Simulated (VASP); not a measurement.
TiN (de600): relaxation of cell and atoms with LDA

The system is TiN (de600).

```
Ti N
1.0
     0.00000    2.08588    2.08588
     2.08588    0.00000    2.08588
     2.08588    2.08588    0.00000
Ti N
1 1
Direct
  0.00000 0.00000 0.00000
  0.50000 0.50000 0.50000
```

```yaml
Program: VASP 6.6.1
Task: relaxation of cell and atoms
Functional: LDA
Potentials_or_basis: VASP PAW LDA potentials, release 64 (Ti_sv, N)
Cutoff: 600 eV
k_mesh: 14 × 14 × 14
Occupations: gaussian, width 0.1 eV
Spin: no spin polarisation
Dipole_correction: no
Further_INCAR_settings: ALGO = Normal; EDIFF = 1e-06; IBRION = 2; EDIFFG = -0.002; NSW = 100; ISIF = 3
```

The relaxed volume is 9.10 Å³/atom and the relaxed cell is a = 2.953 Å, b = 2.953 Å, c = 2.953 Å, α = 60.00°, β = 60.00°, γ = 60.00°. The space group after relaxing (to 0.05 Å) is Fm-3m (No. 225) and the energy gained by relaxing is 0.1 meV/atom. The ionic steps are 3 and the pressure after relaxing is 0.0 GPa.

Step by step:
```
step  energy change (eV)  largest force (eV/Å)  pressure (GPa)  volume (Å³)
   1              0.0000                0.0000            0.98        18.15
   2              0.0002                0.0000           -1.47        18.30
   3             -0.0002                0.0000           -0.03        18.21
```

Final structure:
```
Ti N
1.0
     0.00000    2.08806    2.08806
     2.08806    0.00000    2.08806
     2.08806    2.08806    0.00000
Ti N
1 1
Direct
  0.00000 0.00000 0.00000
  0.50000 0.50000 0.50000
```

Levels at points of the mesh, in eV from the Fermi level:
```csv
k point,band 6,band 7,band 8,band 9,band 10,band 11,band 12
"(0.00, 0.00, 0.00)",-2.05,-2.05,-2.05,-0.69,-0.69,-0.69,0.60
"(0.50, 0.00, 0.00)",-8.35,-5.72,-5.72,1.81,1.81,2.55,6.13
"(0.50, 0.50, 0.00)",-5.87,-3.31,-3.24,-3.24,1.75,2.58,2.58
```

Wall time 93 s on 1 thread of AMD EPYC 7R13 (shared host), peak memory 0.13 GiB.
